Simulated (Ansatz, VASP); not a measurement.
## One calculation of Ir, two programs

File INCAR:

```
PREC = Accurate
ENCUT = 520
EDIFF = 1E-7
ISMEAR = 0
SIGMA = 0.15
LREAL = False
LASPH = True
NELM = 60
ALGO = Fast
ISIF = 2
LWAVE = False
LCHARG = False
NBANDS = 10
```

The input KPOINTS:

```
Automatic mesh
0
Gamma
  24 24 24
```

File POSCAR:

```
Ir
1.0
    0.0000000000      1.7103443674      2.4184269355
    1.7103443674      0.0000000000      2.4184269355
    1.7103443674      1.7103443674      0.0000000000
Ir
1
Direct
    0.0000000000      0.0000000000      0.0000000000
```

Input for Ansatz:

```yaml
crystal:
  lattice:
    - [0.0, 1.7103443674, 2.4184269355]
    - [1.7103443674, 0.0, 2.4184269355]
    - [1.7103443674, 1.7103443674, 0.0]
  atoms:
    - { symbol: Ir, position: [0.0, 0.0, 0.0] }
basis:
  ecutwfc: 420
kpoints:
  mp_grid: { grid: [24, 24, 24] }
hamiltonian:
  xc: lda
scf:
  occupations: { method: gaussian, width: 0.15 }
output:
  forces: true
  stress: true
  eigenvalues: true
```

Alike in both runs: task single point; functional LDA; k mesh 24 × 24 × 24; occupations gaussian, width 0.15 eV; no spin polarisation.

```csv
,VASP,Ansatz
version,VASP 6.6.1,Ansatz 0.2.0
potentials or method,"VASP PAW LDA potentials, release 64 (Ir), cutoff 520 eV","scalar-relativistic, plane waves, PAW"
valence electrons in the cell,9,17
```

|  | VASP | Ansatz | Ansatz less VASP |
| --- | --- | --- | --- |
| gap on the k mesh at the Fermi level (eV) | none | none | - |
| pressure (GPa) | 27.4 | 25.2 | -2.24 |
| traceless stress, the component that is largest in VASP (GPa) | -64.65 | -64.23 | +0.421 |

LDA's correlation is that of Perdew and Zunger in VASP and of Perdew and Wang (1992) in Ansatz. A gap of «none» marks a metal or a gap that the smearing closes. VASP's potentials hold 9 valence electrons a cell and Ansatz's 17, so a difference there can come from the potentials and not from the codes.

Spin-orbit coupling is off throughout.
